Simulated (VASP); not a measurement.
# C (P6_3/mmc) in VASP: single point with PBE

Aim: the single point of C with PBE.

Program: VASP 6.6.1. These are calculated values, not measurements. Logs are shortened: lines on timing, memory, paths and dates and some standing lists are left out, and cuts for length are marked.

## (1) The cell of the first run

The structure is hexagonal, space group P6_3/mmc (No. 194). Conventional cell: a = 2.495 Å, b = 2.495 Å, c = 32.316 Å, α = 90.00°, β = 90.00°, γ = 120.00°. C (site symmetry 3m) has 3 C at 1.45 Å within 1.9 Å. Within 1.9 Å of C (site symmetry 3m) lie 3 C at 1.45 Å. Within 1.9 Å of C (site symmetry -6m2) lie 3 C at 1.44 Å. C (site symmetry -6m2) has 3 C at 1.44 Å within 1.9 Å.

## (2) Single point, PBE

Input file INCAR:

```
ALGO = Normal ; EDIFF = 1E-6
ENCUT = 520 ; GGA = PE
ISIF = 2 ; ISMEAR = 0
LASPH = T ; LCHARG = T
LELF = T ; LREAL = F
LVHAR = T ; LWAVE = F
NBANDS = 36 ; NELM = 100
PREC = Accurate ; SIGMA = 0.15
```

Input file KPOINTS:

```
k-points
0
Gamma
  18 18 2
```

Input file POSCAR:

```
C
1.0
    2.4948994160      0.0000000000      0.0000000000
   -1.2474497080      2.1606462742      0.0000000000
    0.0000000000      0.0000000000     32.3162834291
C
12
Direct
    0.6666666667      0.3333333333      0.9805841193
    0.6666666667      0.3333333333      0.4752331672
    0.6666666667      0.3333333333      0.7561001628
    0.6666666667      0.3333333333      0.2507492107
    0.0000000000      0.0000000000      0.6156666650
    0.3333333333      0.6666666667      0.2561001628
    0.0000000000      0.0000000000      0.1156666650
    0.6666666667      0.3333333333      0.6156666650
    0.3333333333      0.6666666667      0.7507492107
    0.3333333333      0.6666666667      0.1156666650
    0.3333333333      0.6666666667      0.4805841193
    0.3333333333      0.6666666667      0.9752331672
```

Potentials or basis: VASP PAW PBE potentials, release 64 (C).

Run with:

```
cat potpaw_PBE.64/C/POTCAR > POTCAR
mpirun -np 1 vasp_std > vasp.out
```

OUTCAR:

```text
EDIFF = 1E-6
   ENCUT = 520
   GGA = PE
   ISIF = 2
   ISMEAR = 0
   LASPH = T
   LREAL = F
   NELM = 100
   PREC = Accurate

 ion  position               nearest neighbor table
   1  0.667  0.333  0.981-  12 1.45  12 1.45  12 1.45
   2  0.667  0.333  0.475-  11 1.45  11 1.45  11 1.45
   3  0.667  0.333  0.756-   9 1.45   9 1.45   9 1.45
   4  0.667  0.333  0.251-   6 1.45   6 1.45   6 1.45
   5  0.000  0.000  0.616-   8 1.44   8 1.44   8 1.44
   6  0.333  0.667  0.256-   4 1.45   4 1.45   4 1.45
   7  0.000  0.000  0.116-  10 1.44  10 1.44  10 1.44
   8  0.667  0.333  0.616-   5 1.44   5 1.44   5 1.44
   9  0.333  0.667  0.751-   3 1.45   3 1.45   3 1.45
  10  0.333  0.667  0.116-   7 1.44   7 1.44   7 1.44
  11  0.333  0.667  0.481-   2 1.45   2 1.45   2 1.45
  12  0.333  0.667  0.975-   1 1.45   1 1.45   1 1.45

  LATTYP: Found a hexagonal cell.
 ALAT       =     2.4948994160
 C/A-ratio  =    12.9529403959

  Lattice vectors:

 A1 = (   2.4948994160,   0.0000000000,   0.0000000000)
 A2 = (  -1.2474497080,   2.1606462742,   0.0000000000)
 A3 = (   0.0000000000,   0.0000000000,  32.3162834291)

Analysis of symmetry for initial positions (statically):
=====================================================================
 Subroutine PRICEL returns:
 Original cell was already a primitive cell.

 Routine SETGRP: Setting up the symmetry group for a
 hexagonal supercell.

 Subroutine GETGRP returns: Found 24 space group operations
 (whereof  6 operations were pure point group operations)
 out of a pool of 24 trial point group operations.

The static configuration has the point symmetry C_3v.
 The point group associated with its full space group is D_6h.

Analysis of symmetry for dynamics (positions and initial velocities):
=====================================================================
 Subroutine PRICEL returns:
 Original cell was already a primitive cell.

 Routine SETGRP: Setting up the symmetry group for a
 hexagonal supercell.

 Subroutine GETGRP returns: Found 24 space group operations
 (whereof  6 operations were pure point group operations)
 out of a pool of 24 trial point group operations.

The dynamic configuration has the point symmetry C_3v.
 The point group associated with its full space group is D_6h.

 Subroutine INISYM returns: Found 24 space group operations
 (whereof  6 operations are pure point group operations),
 and found     1 'primitive' translations

----------------------------------------------------------------------------------------

                                     Primitive cell

  volume of cell :     174.2040

  direct lattice vectors                    reciprocal lattice vectors
     2.494899416  0.000000000  0.000000000     0.400817762  0.231412243  0.000000000
    -1.247449708  2.160646274  0.000000000     0.000000000  0.462824485  0.000000000
     0.000000000  0.000000000 32.316283429     0.000000000  0.000000000  0.030944152

  length of vectors
     2.494899416  2.494899416 32.316283429     0.462824485  0.462824485  0.030944152

  position of ions in fractional coordinates (direct lattice)
     0.666666667  0.333333333  0.980584119
     0.666666667  0.333333333  0.475233167
     0.666666667  0.333333333  0.756100163
     0.666666667  0.333333333  0.250749211
     0.000000000  0.000000000  0.615666665
     0.333333333  0.666666667  0.256100163
     0.000000000  0.000000000  0.115666665
     0.666666667  0.333333333  0.615666665
     0.333333333  0.666666667  0.750749211
     0.333333333  0.666666667  0.115666665
     0.333333333  0.666666667  0.480584119
     0.333333333  0.666666667  0.975233167

  ion indices of the primitive-cell ions
   primitive index   ion index
                 1           1
                 2           2
                 3           3
                 4           4
                 5           5
                 6           6
                 7           7
                 8           8
                 9           9
                10          10
                11          11
                12          12

----------------------------------------------------------------------------------------

 KPOINTS: k-points

Automatic generation of k-mesh.
 Grid dimensions read from file:
 generate k-points for:   18   18    2

 Generating k-lattice:

  Cartesian coordinates                     Fractional coordinates (reciprocal lattice)
     0.022267653  0.012856236  0.000000000     0.055555556  0.000000000  0.000000000
     0.000000000  0.025712471  0.000000000     0.000000000  0.055555556  0.000000000
     0.000000000  0.000000000  0.015472076     0.000000000  0.000000000  0.500000000

  Length of vectors
     0.025712471  0.025712471  0.015472076

  Shift w.r.t. Gamma in fractional coordinates (k-lattice)
     0.000000000  0.000000000  0.000000000

 Subroutine IBZKPT returns following result:
 ===========================================

 Found     74 irreducible k-points:

 Following reciprocal coordinates:
            Coordinates               Weight
  0.000000  0.000000  0.000000      1.000000
  0.055556  0.000000  0.000000      6.000000
  0.111111  0.000000  0.000000      6.000000
  0.166667  0.000000  0.000000      6.000000
  0.222222  0.000000  0.000000      6.000000
  0.277778  0.000000  0.000000      6.000000
[... 16 lines left out ...]
  0.333333  0.111111  0.000000     12.000000
  0.388889  0.111111  0.000000     12.000000
 [... further k-points ...]
   k-points           NKPTS =     74   k-points in BZ     NKDIM =     74   number of bands    NBANDS=     36
   number of dos      NEDOS =    301   number of ions     NIONS =     12
   total plane-waves  NPLWV =  96000
   dimension x,y,z NGX =    20 NGY =   20 NGZ =  240
   dimension x,y,z NGXF=    40 NGYF=   40 NGZF=  480
   ions per type =              12
   NGX,Y,Z   is equivalent  to a cutoff of  13.33, 13.33, 12.35 a.u.
   NGXF,Y,Z  is equivalent  to a cutoff of  26.65, 26.65, 24.69 a.u.
 SYSTEM =  unknown system
   PREC   = accura    normal or accurate (medium, high low for compatibility)
   ISTART =      0    job   : 0-new  1-cont  2-samecut
   ICHARG =      2    charge: 1-file 2-atom 10-const
   ISPIN  =      1    spin polarized calculation?
   LNONCOLLINEAR =      F non collinear calculations
   LSORBIT =      F    spin-orbit coupling
   LASPH  =      T    aspherical Exc in radial PAW
   ENCUT  =  520.0 eV  38.22 Ry    6.18 a.u.   4.64  4.64 60.09*2*pi/ulx,y,z
   NELM   =    100;   NELMIN=  2; NELMDL= -5     # of ELM steps
   EDIFF  = 0.1E-05   stopping-criterion for ELM
   LREAL  =      F    real-space projection
   EDIFFG = 0.1E-04   stopping-criterion for IOM
   NSW    =      0    number of steps for IOM
   IBRION =     -1    ionic relax: 0-MD 1-quasi-New 2-CG
   NFREE  =      0    steps in history (QN), initial steepest desc. (CG)
   ISIF   =      2    stress and relaxation
   ISYM   =      2    0-nonsym 1-usesym 2-fastsym
   POTIM  = 0.5000    time-step for ionic-motion
   TEBEG  =    0.0;   TEEND  =   0.0 temperature during run
   PSTRESS=    0.0 pullay stress
   NELECT =      48.0000    total number of electrons
   NUPDOWN=      -1.0000    fix difference up-down
   EMIN   =  10.00;   EMAX   =-10.00  energy-range for DOS
   EFERMI =   0.00;   METHOD = LEGACY
   ISMEAR =     0;   SIGMA  =   0.15  broadening in eV -4-tet -1-fermi 0-gaus
   EFERMI_NEDOS =   21; number of points for ismear=-14 and -15
   IALGO  =     38    algorithm
   IMIX   =      4    mixing-type and parameters
     AMIX     =   0.40;   BMIX     =  1.00
     AMIX_MAG =   1.60;   BMIX_MAG =  1.00
  volume/ion in A,a.u.               =      14.52        97.97
  Fermi-wavevector in a.u.,A,eV,Ry     =   1.065293  2.013112 15.440570  1.134850
  Thomas-Fermi vector in A             =   2.200840
   LORBIT       =      0    0 simple, 1 ext, 2 COOP (PROOUT), +10 PAW based schemes
   GGA     = PE    functional components
   LHFCALC =     F    Hartree Fock is set to
   AEXX    =    0.0000 exact exchange contribution
   IVDW    =     0    specifies the selected vdW correction
   LEPSILON=     F    determine dielectric tensor
   LRPA    =     F    only Hartree local field effects (RPA)
 non-spin polarized calculation
 Gauss-broadening in eV      SIGMA  =   0.15
  energy-cutoff  :      520.00
  volume of cell :      174.20
 maximum number of plane-waves:      4741
 NGX is ok and might be reduce to    20
   NGX =  9   NGY =  9   NGZ =121

 number of electron      48.0000001 magnetization

 Free energy of the ion-electron system (eV)
  ---------------------------------------------------
  ext. energy  EPLUGINS =         0.00000000
  ---------------------------------------------------
  free energy    TOTEN  =      -109.61484361 eV

  energy without entropy =     -109.60888243  energy(sigma->0) =     -109.61186302

 E-fermi :   1.1069     XC(G=0):  -7.2331

 val. band max:        1.0987658051   @ k =   0.3333   0.3333   0.0000
 cond. band min:       1.1247658468   @ k =   0.3333   0.3333   0.0000
 fundamental gap:      0.0260000416
 Fermi energy:         1.1068558092

 k-point     1 :       0.0000    0.0000    0.0000
  band No.  band energies     occupation
      1     -18.1191      2.00000
      2     -18.1190      2.00000
      3     -17.9932      2.00000
      4     -17.9932      2.00000
      5     -17.9926      2.00000
      6     -17.9926      2.00000
[... 28 lines left out ...]
     35       9.2327      0.00000
     36       9.2372      0.00000

 k-point     2 :       0.0556    0.0000    0.0000
  band No.  band energies     occupation
      1     -18.0476      2.00000
      2     -18.0476      2.00000
      3     -17.9214      2.00000
      4     -17.9214      2.00000
      5     -17.9208      2.00000
      6     -17.9208      2.00000
[... 28 lines left out ...]
     35       9.2591      0.00000
     36       9.2825      0.00000

 k-point     3 :       0.1111    0.0000    0.0000
  band No.  band energies     occupation
      1     -17.8336      2.00000
      2     -17.8336      2.00000
      3     -17.7064      2.00000
      4     -17.7063      2.00000
      5     -17.7058      2.00000
      6     -17.7058      2.00000
[... 28 lines left out ...]
     35       9.2411      0.00000
     36       9.2682      0.00000

 k-point     4 :       0.1667    0.0000    0.0000
  band No.  band energies     occupation
      1     -17.4781      2.00000
      2     -17.4781      2.00000
      3     -17.3491      2.00000
      4     -17.3491      2.00000
      5     -17.3486      2.00000
      6     -17.3486      2.00000
[... 28 lines left out ...]
     35       9.1545      0.00000
     36       9.1732      0.00000

 k-point     5 :       0.2222    0.0000    0.0000
  band No.  band energies     occupation
      1     -16.9831      2.00000
      2     -16.9831      2.00000
      3     -16.8517      2.00000
      4     -16.8517      2.00000
      5     -16.8512      2.00000
      6     -16.8512      2.00000
[... 655 lines left out ...]
 k-point    22 :       0.2778    0.1111    0.0000
  band No.  band energies     occupation
      1     -15.3845      2.00000
      2     -15.3844      2.00000
      3     -15.2450      2.00000
      4     -15.2450      2.00000
      5     -15.2447      2.00000
      6     -15.2447      2.00000
[... 28 lines left out ...]
     35       9.2352      0.00000
     36       9.7196      0.00000

 k-point    23 :       0.3333    0.1111    0.0000
  band No.  band energies     occupation
      1     -14.5071      2.00000
      2     -14.5071      2.00000
      3     -14.3637      2.00000
      4     -14.3637      2.00000
      5     -14.3634      2.00000
      6     -14.3634      2.00000
[... 28 lines left out ...]
     35       9.6452      0.00000
     36       9.6488      0.00000

 k-point    24 :       0.3889    0.1111    0.0000
  band No.  band energies     occupation
      1     -13.5468      2.00000
      2     -13.5468      2.00000
      3     -13.4009      2.00000
      4     -13.4009      2.00000
      5     -13.4007      2.00000
      6     -13.4007      2.00000
[... 28 lines left out ...]
     35       9.5295      0.00000
     36       9.5295      0.00000

 [... further k-points ...]
[... 5 lines left out ...]
  --------------------------------------------------------------------------------------
  -------------------------------------------------------------------------------------
  Total       -8.5607552     -8.5607552     -2.0797503     -0.0000000      0.0000000     -0.0000000
  in kB      -78.7344030    -78.7344031    -19.1277394     -0.0000000      0.0000000     -0.0000000
  external PRESSURE =     -58.8655152 kB  Pullay stress =       0.0000000 kB

 VOLUME and BASIS-vectors are now :
 -----------------------------------------------------------------------------
  energy-cutoff  :      520.00
  volume of cell :      174.20
      direct lattice vectors                 reciprocal lattice vectors
     2.494899416  0.000000000  0.000000000     0.400817762  0.231412243  0.000000000
    -1.247449708  2.160646274  0.000000000     0.000000000  0.462824485  0.000000000
     0.000000000  0.000000000 32.316283429     0.000000000  0.000000000  0.030944152

 POSITION                                       TOTAL-FORCE (eV/Angst)
 -----------------------------------------------------------------------------------
      1.24745      0.72022     31.68883         0.000000      0.000000     -2.906044
      1.24745      0.72022     15.35777         0.000000      0.000000      2.906778
      1.24745      0.72022     24.43435         0.000000      0.000000     -2.906778
      1.24745      0.72022      8.10328         0.000000      0.000000      2.906044
      0.00000      0.00000     19.89606        -0.000000      0.000000     -0.000000
     -0.00000      1.44043      8.27621        -0.000000     -0.000000     -2.906778
      0.00000      0.00000      3.73792         0.000000      0.000000     -0.000000
      1.24745      0.72022     19.89606        -0.000000     -0.000000     -0.000000
     -0.00000      1.44043     24.26142         0.000000      0.000000      2.906044
     -0.00000      1.44043      3.73792         0.000000      0.000000     -0.000000
     -0.00000      1.44043     15.53069         0.000000      0.000000     -2.906044
     -0.00000      1.44043     31.51591        -0.000000     -0.000000      2.906778
 -----------------------------------------------------------------------------------
    total drift:                               -0.000000     -0.000000      0.000000

  FREE ENERGIE OF THE ION-ELECTRON SYSTEM (eV)
  ---------------------------------------------------
  free  energy   TOTEN  =      -109.6148436123 eV

  energy  without entropy=     -109.6088824259  energy(sigma->0) =     -109.61186302
```

Run time: 9.4 min. Hardware: 1 thread of AMD EPYC 7R13, shared host; peak memory 0.49 GiB.

Results:

- Free energy: -109.6148 eV
- Pressure: -5.9 GPa
- Largest force: 2.907 eV/Å
- Band gap on the k mesh: zero (filled and empty bands touch)

Forces on the atoms (eV/Å):
```
C    0.000  0.000 -2.906
C    0.000  0.000  2.907
C    0.000  0.000 -2.907
C    0.000  0.000  2.906
C    0.000  0.000  0.000
C    0.000  0.000 -2.907
C    0.000  0.000  0.000
C    0.000  0.000  0.000
C    0.000  0.000  2.906
C    0.000  0.000  0.000
C    0.000  0.000 -2.906
C    0.000  0.000  2.907
```

Caveat: forces of over 1 eV/Å act on the atoms, so gaps and moduli don't describe the material at rest.
